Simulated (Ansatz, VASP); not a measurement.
Given: the input of a run of Ansatz 0.2.0 on Be.

Contents of input.yaml:

```yaml
crystal:
  lattice:
    - [-1.2531209513, 1.2531209513, 1.2531209513]
    - [1.2531209513, -1.2531209513, 1.2531209513]
    - [1.2531209513, 1.2531209513, -1.2531209513]
  atoms:
    - { symbol: Be, position: [0.0, 0.0, 0.0] }
hamiltonian:
  xc: lda
  pseudopotentials: { kind: paw }
kpoints:
  mp_grid: { grid: [15, 15, 15] }
scf:
  occupations: { method: gaussian, width: 0.01 }
output:
  forces: true
  stress: true
relax:
  f_tol: 0.01
  max_steps: 40
  cell: { stress_tol: 0.05 }
```

Potentials or basis: Ansatz PAW.

Launch:

```console
$ ansatz run input.yaml --threads 1 --pin off --max-ram 3584MiB --backend cpu --events-out ev --progress --plain --runs-dir out
```

Q: Translate it to VASP 6.6.1. Potentials there: VASP PAW LDA potentials, release 64 (Be).

A: As run (the cutoff follows the program's own potentials):

File INCAR:

```
  PREC = Accurate
  ENCUT = 600
  EDIFF = 1E-6
  ISMEAR = 0
  SIGMA = 0.01
  LREAL = F
  LASPH = T
  NELM = 100
  ALGO = Normal
  ISIF = 3
  LWAVE = F
  LCHARG = F
  GGA = CA
  IBRION = 2
  NSW = 60
  EDIFFG = -0.01
```

The input KPOINTS:

```
Automatic mesh
0
Gamma
  15 15 15
```

File POSCAR:

```
Be
1.0
   -1.2531209513      1.2531209513      1.2531209513
    1.2531209513     -1.2531209513      1.2531209513
    1.2531209513      1.2531209513     -1.2531209513
Be
1
Direct
    0.0000000000      0.0000000000      0.0000000000
```

Potentials or basis: VASP PAW LDA potentials, release 64 (Be).

Run with:

```sh
$ cat potpaw_LDA.64/Be/POTCAR > POTCAR
$ mpirun -np 1 vasp_std > vasp.out
```

Both were run:

|  | VASP | Ansatz | Ansatz less VASP |
| --- | --- | --- | --- |
| relaxed volume (Å³/atom) | 7.49 | 7.46 | -0.026 |
| relaxed cell length with the largest relative difference (Å) | 2.134 | 2.132 | -0.0024 |

LDA's correlation is that of Perdew and Zunger in VASP and of Perdew and Wang (1992) in Ansatz.

Noted on Ansatz's run: the plane-wave basis is chosen anew once the cell has moved, so the energies of steps on either side of that aren't comparable.
